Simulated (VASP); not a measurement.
# Ga (Im-3m) in VASP: further runs

Runs on Ga. Level: PBE. Tasks: single point.

All numbers are computed with VASP 6.6.1; they aren't measurements. Logs are shortened: lines on timing, memory, paths and dates and some standing lists are left out, and cuts for length are marked.

## (1) The cell of the first run

The structure is cubic, space group Im-3m (No. 229). The conventional cell has a = 3.107 Å, b = 3.107 Å, c = 3.107 Å, α = 90.00°, β = 90.00°, γ = 90.00°. Within 3.5 Å of Ga (site symmetry m-3m) lie 14 Ga at 2.69 to 3.11 Å.

## (2) Single point, PBE (Al replaced by Ga, lengths x 1.005, strained)

The input, INCAR:

```
  PREC = Accurate
  ENCUT = 500
  EDIFF = 1E-6
  ISMEAR = 0
  SIGMA = 0.1
  LREAL = F
  LASPH = T
  NELM = 120
  ALGO = Normal
  ISIF = 2
  LWAVE = F
  LCHARG = T
  GGA = PE
  LELF = T
  LVHAR = T
  NBANDS = 12
  GGA_COMPAT = F
```

The input, KPOINTS:

```
regular mesh
0
Gamma
  8 8 8
```

The input, POSCAR:

```
Ga
1.0
   -1.5537263163      1.5537263163      1.5537263163
    1.5537263163     -1.5537263163      1.5537263163
    1.5537263163      1.5537263163     -1.5537263163
Ga
1
Direct
    0.0000000000      0.0000000000      0.0000000000
```

Potentials or basis: VASP PAW PBE potentials, release 64 (Ga_d).

Launch:

```console
$ cat potpaw_PBE.64/Ga_d/POTCAR > POTCAR
$ mpirun -np 1 vasp_std > vasp.out
```

OUTCAR:

```text
PREC = Accurate
   ENCUT = 500
   EDIFF = 1E-6
   ISMEAR = 0
   LREAL = F
   LASPH = T
   NELM = 120
   ISIF = 2
   GGA = PE

 ion  position               nearest neighbor table
   1  0.000  0.000  0.000-

  LATTYP: Found a body centered cubic cell.
 ALAT       =     3.1074526326

  Lattice vectors:

 A1 = (  -1.5537263163,   1.5537263163,   1.5537263163)
 A2 = (   1.5537263163,  -1.5537263163,   1.5537263163)
 A3 = (   1.5537263163,   1.5537263163,  -1.5537263163)

Analysis of symmetry for initial positions (statically):
=====================================================================
 Subroutine PRICEL returns:
 Original cell was already a primitive cell.

 Routine SETGRP: Setting up the symmetry group for a
 body centered cubic supercell.

 Subroutine GETGRP returns: Found 48 space group operations
 (whereof 48 operations were pure point group operations)
 out of a pool of 48 trial point group operations.

The static configuration has the point symmetry O_h .

Analysis of symmetry for dynamics (positions and initial velocities):
=====================================================================
 Subroutine PRICEL returns:
 Original cell was already a primitive cell.

 Routine SETGRP: Setting up the symmetry group for a
 body centered cubic supercell.

 Subroutine GETGRP returns: Found 48 space group operations
 (whereof 48 operations were pure point group operations)
 out of a pool of 48 trial point group operations.

The dynamic configuration has the point symmetry O_h .

 Subroutine INISYM returns: Found 48 space group operations
 (whereof 48 operations are pure point group operations),
 and found     1 'primitive' translations

----------------------------------------------------------------------------------------

                                     Primitive cell

  volume of cell :      15.0032

  direct lattice vectors                    reciprocal lattice vectors
    -1.553726316  1.553726316  1.553726316     0.000000000  0.321806997  0.321806997
     1.553726316 -1.553726316  1.553726316     0.321806997  0.000000000  0.321806997
     1.553726316  1.553726316 -1.553726316     0.321806997  0.321806997  0.000000000

  length of vectors
     2.691132921  2.691132921  2.691132921     0.455103820  0.455103820  0.455103820

  position of ions in fractional coordinates (direct lattice)
     0.000000000  0.000000000  0.000000000

  ion indices of the primitive-cell ions
   primitive index   ion index
                 1           1

----------------------------------------------------------------------------------------

 KPOINTS: regular mesh

Automatic generation of k-mesh.
 Grid dimensions read from file:
 generate k-points for:    8    8    8

 Generating k-lattice:

  Cartesian coordinates                     Fractional coordinates (reciprocal lattice)
     0.000000000  0.040225875  0.040225875     0.125000000  0.000000000  0.000000000
     0.040225875  0.000000000  0.040225875     0.000000000  0.125000000  0.000000000
     0.040225875  0.040225875  0.000000000     0.000000000  0.000000000  0.125000000

  Length of vectors
     0.056887977  0.056887977  0.056887977

  Shift w.r.t. Gamma in fractional coordinates (k-lattice)
     0.000000000  0.000000000  0.000000000

 Subroutine IBZKPT returns following result:
 ===========================================

 Found     29 irreducible k-points:

 Following reciprocal coordinates:
            Coordinates               Weight
  0.000000  0.000000  0.000000      1.000000
  0.125000  0.000000  0.000000     12.000000
  0.250000  0.000000  0.000000     12.000000
  0.375000  0.000000  0.000000     12.000000
  0.500000  0.000000  0.000000      6.000000
  0.125000  0.125000  0.000000     24.000000
[... 16 lines left out ...]
 -0.250000  0.250000  0.250000      6.000000
 -0.375000  0.375000  0.250000     24.000000
 [... further k-points ...]
   k-points           NKPTS =     29   k-points in BZ     NKDIM =     29   number of bands    NBANDS=     12
   number of dos      NEDOS =    301   number of ions     NIONS =      1
   total plane-waves  NPLWV =   8000
   dimension x,y,z NGX =    20 NGY =   20 NGZ =   20
   dimension x,y,z NGXF=    40 NGYF=   40 NGZF=   40
   ions per type =               1
   NGX,Y,Z   is equivalent  to a cutoff of  12.36, 12.36, 12.36 a.u.
   NGXF,Y,Z  is equivalent  to a cutoff of  24.71, 24.71, 24.71 a.u.
 SYSTEM =  unknown system
   PREC   = accura    normal or accurate (medium, high low for compatibility)
   ISTART =      0    job   : 0-new  1-cont  2-samecut
   ICHARG =      2    charge: 1-file 2-atom 10-const
   ISPIN  =      1    spin polarized calculation?
   LNONCOLLINEAR =      F non collinear calculations
   LSORBIT =      F    spin-orbit coupling
   LASPH  =      T    aspherical Exc in radial PAW
   ENCUT  =  500.0 eV  36.75 Ry    6.06 a.u.   4.91  4.91  4.91*2*pi/ulx,y,z
   NELM   =    120;   NELMIN=  2; NELMDL= -5     # of ELM steps
   EDIFF  = 0.1E-05   stopping-criterion for ELM
   LREAL  =      F    real-space projection
   EDIFFG = 0.1E-04   stopping-criterion for IOM
   NSW    =      0    number of steps for IOM
   IBRION =     -1    ionic relax: 0-MD 1-quasi-New 2-CG
   NFREE  =      0    steps in history (QN), initial steepest desc. (CG)
   ISIF   =      2    stress and relaxation
   ISYM   =      2    0-nonsym 1-usesym 2-fastsym
   POTIM  = 0.5000    time-step for ionic-motion
   TEBEG  =    0.0;   TEEND  =   0.0 temperature during run
   PSTRESS=    0.0 pullay stress
   NELECT =      13.0000    total number of electrons
   NUPDOWN=      -1.0000    fix difference up-down
   EMIN   =  10.00;   EMAX   =-10.00  energy-range for DOS
   EFERMI =   0.00;   METHOD = LEGACY
   ISMEAR =     0;   SIGMA  =   0.10  broadening in eV -4-tet -1-fermi 0-gaus
   EFERMI_NEDOS =   21; number of points for ismear=-14 and -15
   IALGO  =     38    algorithm
   IMIX   =      4    mixing-type and parameters
     AMIX     =   0.40;   BMIX     =  1.00
     AMIX_MAG =   1.60;   BMIX_MAG =  1.00
  volume/ion in A,a.u.               =      15.00       101.25
  Fermi-wavevector in a.u.,A,eV,Ry     =   1.560731  2.949354 33.142183  2.435882
  Thomas-Fermi vector in A             =   2.663900
   LORBIT       =      0    0 simple, 1 ext, 2 COOP (PROOUT), +10 PAW based schemes
   GGA     = PE    functional components
   LHFCALC =     F    Hartree Fock is set to
   AEXX    =    0.0000 exact exchange contribution
   IVDW    =     0    specifies the selected vdW correction
   LEPSILON=     F    determine dielectric tensor
   LRPA    =     F    only Hartree local field effects (RPA)
 non-spin polarized calculation
 Gauss-broadening in eV      SIGMA  =   0.10
  energy-cutoff  :      500.00
  volume of cell :       15.00
 maximum number of plane-waves:       390
   NGX =  9   NGY =  9   NGZ =  9

 number of electron      12.9999982 magnetization

 Free energy of the ion-electron system (eV)
  ---------------------------------------------------
  ext. energy  EPLUGINS =         0.00000000
  ---------------------------------------------------
  free energy    TOTEN  =        -2.60536577 eV

  energy without entropy =       -2.60242666  energy(sigma->0) =       -2.60389622

 E-fermi :   8.1584     XC(G=0): -12.2166

 val. band max:        8.0741031901   @ k =   0.2500   0.2500   0.1250
 cond. band min:       8.2300653798   @ k =  -0.3750   0.3750   0.1250
 fundamental gap:      0.1559621897
 Fermi energy:         8.1584073683

 k-point     1 :       0.0000    0.0000    0.0000
  band No.  band energies     occupation
      1      -7.3089      2.00000
      2      -7.3089      2.00000
      3      -7.3089      2.00000
      4      -6.9912      2.00000
      5      -6.9912      2.00000
      6      -5.0404      2.00000
      7      23.6223      0.00000
      8      23.6223      0.00000
      9      23.6223      0.00000
     10      27.1857      0.00000
     11      27.1857      0.00000
     12      27.1857      0.00000

 k-point     2 :       0.1250    0.0000    0.0000
  band No.  band energies     occupation
      1      -7.3320      2.00000
      2      -7.3019      2.00000
      3      -7.2365      2.00000
      4      -7.0131      2.00000
      5      -6.9907      2.00000
      6      -4.5340      2.00000
      7      19.2655      0.00000
      8      21.3925      0.00000
      9      22.4048      0.00000
     10      24.4374      0.00000
     11      24.5857      0.00000
     12      26.6894      0.00000

 k-point     3 :       0.2500    0.0000    0.0000
  band No.  band energies     occupation
      1      -7.3875      2.00000
      2      -7.3380      2.00000
      3      -7.0570      2.00000
      4      -7.0368      2.00000
      5      -6.9886      2.00000
      6      -2.9841      2.00000
      7      13.1711      0.00000
      8      18.7425      0.00000
      9      20.3114      0.00000
     10      22.3637      0.00000
     11      23.1080      0.00000
     12      28.0100      0.00000
[... 286 lines left out ...]
 k-point    23 :      -0.2500    0.2500    0.2500
  band No.  band energies     occupation
      1      -7.2461      2.00000
      2      -7.1517      2.00000
      3      -7.1517      2.00000
      4      -7.1280      2.00000
      5      -7.0711      2.00000
      6      -0.9253      2.00000
      7      14.0755      0.00000
      8      14.0755      0.00000
      9      15.5350      0.00000
     10      17.3128      0.00000
     11      30.2304      0.00000
     12      30.2306      0.00000

 k-point    24 :      -0.3750    0.3750    0.2500
  band No.  band energies     occupation
      1      -7.3476      2.00000
      2      -7.2398      2.00000
      3      -7.1537      2.00000
      4      -7.0550      2.00000
      5      -6.9007      2.00000
      6       1.6321      2.00000
      7       9.5865      0.00000
      8      12.4415      0.00000
      9      15.0070      0.00000
     10      18.1069      0.00000
     11      25.6108      0.00000
     12      29.1026      0.00000

 [... further k-points ...]

------------------------ aborting loop because EDIFF is reached ----------------------------------------

  FORCE on cell =-STRESS in cart. coord.  units (eV):
  Direction    XX          YY          ZZ          XY          YZ          ZX
  --------------------------------------------------------------------------------------
  -------------------------------------------------------------------------------------
  Total        1.9923300      1.9923300      1.9923300      0.0000000      0.0000000      0.0000000
  in kB      212.7591768    212.7591768    212.7591768      0.0000000      0.0000000      0.0000000
  external PRESSURE =     212.7591768 kB  Pullay stress =       0.0000000 kB

 VOLUME and BASIS-vectors are now :
 -----------------------------------------------------------------------------
  energy-cutoff  :      500.00
  volume of cell :       15.00
      direct lattice vectors                 reciprocal lattice vectors
    -1.553726316  1.553726316  1.553726316     0.000000000  0.321806997  0.321806997
     1.553726316 -1.553726316  1.553726316     0.321806997  0.000000000  0.321806997
     1.553726316  1.553726316 -1.553726316     0.321806997  0.321806997  0.000000000

 POSITION                                       TOTAL-FORCE (eV/Angst)
 -----------------------------------------------------------------------------------
      0.00000      0.00000      0.00000        -0.000000      0.000000      0.000000
 -----------------------------------------------------------------------------------
    total drift:                                0.000000     -0.000000      0.000000

  FREE ENERGIE OF THE ION-ELECTRON SYSTEM (eV)
  ---------------------------------------------------
  free  energy   TOTEN  =        -2.6053657741 eV

  energy  without entropy=       -2.6024266568  energy(sigma->0) =       -2.60389622
```

Wall time 7.3 s (1 thread of Intel Xeon 8259CL, shared host); peak memory 0.12 GiB.

Results:

```
Free energy : -2.6054 eV
Pressure    : 21.3 GPa
```

Caveat: the cell differs from its parent crystal (Al replaced by Ga, lengths x 1.005, strained).

## (3) Single point, PBE (Al replaced by Ga, lengths x 1.005, strained)

The input, INCAR:

```
SYSTEM = Ga
PREC = Accurate
ENCUT = 500
EDIFF = 1E-6
ISMEAR = 0
SIGMA = 0.1
LREAL = .False.
LASPH = .True.
NELM = 120
ALGO = Normal
ISIF = 2
LWAVE = .False.
LCHARG = .True.
GGA = PE
LELF = .True.
LVHAR = .True.
NBANDS = 12
GGA_COMPAT = .False.
```

The input, KPOINTS:

```
Automatic mesh
0
Gamma
  18 18 18
  0 0 0
```

POSCAR is that of step 2.

Potentials or basis: VASP PAW PBE potentials, release 64 (Ga_d).

Launch:

```console
$ cat potpaw_PBE.64/Ga_d/POTCAR > POTCAR
$ mpirun -np 1 vasp_std > vasp.out
```

OUTCAR:

```text
SYSTEM = Ga
   PREC = Accurate
   ENCUT = 500
   EDIFF = 1E-6
   ISMEAR = 0
   LREAL = .False.
   LASPH = .True.
   NELM = 120
   ISIF = 2
   GGA = PE

 ion  position               nearest neighbor table
   1  0.000  0.000  0.000-

  LATTYP: Found a body centered cubic cell.
 ALAT       =     3.1074526326

  Lattice vectors:

 A1 = (  -1.5537263163,   1.5537263163,   1.5537263163)
 A2 = (   1.5537263163,  -1.5537263163,   1.5537263163)
 A3 = (   1.5537263163,   1.5537263163,  -1.5537263163)
[... 538 lines left out ...]
     12      30.2122      0.00000

 [... further k-points ...]

------------------------ aborting loop because EDIFF is reached ----------------------------------------

  FORCE on cell =-STRESS in cart. coord.  units (eV):
  Direction    XX          YY          ZZ          XY          YZ          ZX
  --------------------------------------------------------------------------------------
  -------------------------------------------------------------------------------------
  Total        2.0382406      2.0382406      2.0382406     -0.0000000      0.0000000      0.0000000
  in kB      217.6619285    217.6619285    217.6619285     -0.0000000      0.0000000      0.0000000
  external PRESSURE =     217.6619285 kB  Pullay stress =       0.0000000 kB

 VOLUME and BASIS-vectors are now :
 -----------------------------------------------------------------------------
  energy-cutoff  :      500.00
  volume of cell :       15.00
      direct lattice vectors                 reciprocal lattice vectors
    -1.553726316  1.553726316  1.553726316     0.000000000  0.321806997  0.321806997
     1.553726316 -1.553726316  1.553726316     0.321806997  0.000000000  0.321806997
     1.553726316  1.553726316 -1.553726316     0.321806997  0.321806997  0.000000000

 POSITION                                       TOTAL-FORCE (eV/Angst)
 -----------------------------------------------------------------------------------
      0.00000      0.00000      0.00000        -0.000000      0.000000      0.000000
 -----------------------------------------------------------------------------------
    total drift:                                0.000000      0.000000      0.000000

  FREE ENERGIE OF THE ION-ELECTRON SYSTEM (eV)
  ---------------------------------------------------
  free  energy   TOTEN  =        -2.6500693745 eV

  energy  without entropy=       -2.6483558431  energy(sigma->0) =       -2.64921261
```

stdout:

```text
POSCAR found type information on POSCAR Ga
 POSCAR found :  1 types and       1 ions
 scaLAPACK will be used
 LDA part: xc-table for (Slater+PW92), standard interpolation
 POSCAR, INCAR and KPOINTS ok, starting setup
 FFT: planning ... GRIDC
 FFT: planning ... GRID_SOFT
 FFT: planning ... GRID
 WAVECAR not read
 entering main loop
```

It took 42 s on 1 thread of Intel Xeon 8259CL, shared host; peak memory 0.15 GiB.

What came out:

- Free energy: -2.6501 eV
- Pressure: 21.8 GPa

Caveat: the cell differs from its parent crystal (Al replaced by Ga, lengths x 1.005, strained).
